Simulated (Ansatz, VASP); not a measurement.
# TaGe3Ru in VASP and in Ansatz

```
Ta Ge Ru
1.0
     2.45858   -2.45857    0.00000
     2.45858    2.45857    0.00000
     0.00000    0.00000    7.68722
Ta Ge Ru
1 3 1
Direct
  0.50000 0.50000 0.50000
  0.00000 0.00000 0.83309
  0.00000 0.00000 0.16691
  0.00000 0.00000 0.50000
  0.50000 0.50000 0.00000
```

Alike in both runs: functional PBE; k mesh 4 × 4 × 4; occupations gaussian, width 0.1 eV; no spin polarisation.

Ansatz relaxed the structure, and its values are those at the end. VASP's run is a single point on that final structure, the one shown.

|  | VASP | Ansatz |
| --- | --- | --- |
| version | VASP 6.6.1 | Ansatz 0.2.0 |
| potentials or method | VASP PAW PBE potentials, release 64 (Ta_pv, Ge_d, Ru_pv), cutoff 520 eV | scalar-relativistic, plane waves, PAW |
| valence electrons in the cell | 67 | 71 |

```csv
,VASP,Ansatz,Ansatz less VASP
gap on the k mesh at the Fermi level (eV),none,none,-
pressure (GPa),0.1,0.0,-0.08
rms of the force components (eV/Å),0.004,0.005,+0.0013
```

A gap of «none» marks a metal or a gap that the smearing closes. With one functional, cell and mesh, what is left measures potentials, basis and numerics. VASP's potentials hold 67 valence electrons a cell and Ansatz's 71, so a difference there can come from the potentials and not from the codes.

The k mesh is coarse, so the values compare programs but aren't converged. Neither program's run includes spin-orbit coupling.
